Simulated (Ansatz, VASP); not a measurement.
**One calculation of HfBO, two programs**

```
Hf B O
1.0
     4.01998    0.00000    0.00000
    -2.00999    3.48141    0.00000
     0.00000    0.00000    6.11718
Hf B O
2 2 2
Direct
  0.66667 0.33333 0.50000
  0.33333 0.66667 0.00000
  0.66667 0.33333 0.00000
  0.33333 0.66667 0.50000
  0.33333 0.66667 0.74631
  0.33333 0.66667 0.25369
```

Alike in both runs: task single point; functional PBE; k mesh 6 × 6 × 4; occupations gaussian, width 0.1 eV; no spin polarisation.

|  | VASP | Ansatz |
| --- | --- | --- |
| version | VASP 6.6.1 | Ansatz 0.2.0 |
| potentials or method | VASP PAW PBE potentials, release 64 (Hf_pv, B, O), cutoff 520 eV | scalar-relativistic, plane waves, PAW |
| valence electrons in the cell | 38 | 70 |

Ansatz gave:

| Property | Result |
| --- | --- |
| gap on the k mesh at the Fermi level (eV) | none |
| rms of the force components (eV/Å) | 8.672 |

**Question.** Which values does VASP return?

**Answer.** gap on the k mesh at the Fermi level (eV): none; rms of the force components (eV/Å): 9.497.

Atom by atom the forces differ by 0.825 eV/Å (rms over components). A gap of «none» marks a metal or a gap that the smearing closes. VASP's potentials hold 38 valence electrons a cell and Ansatz's 70, so a difference there can come from the potentials and not from the codes.

Spin-orbit coupling is off throughout.
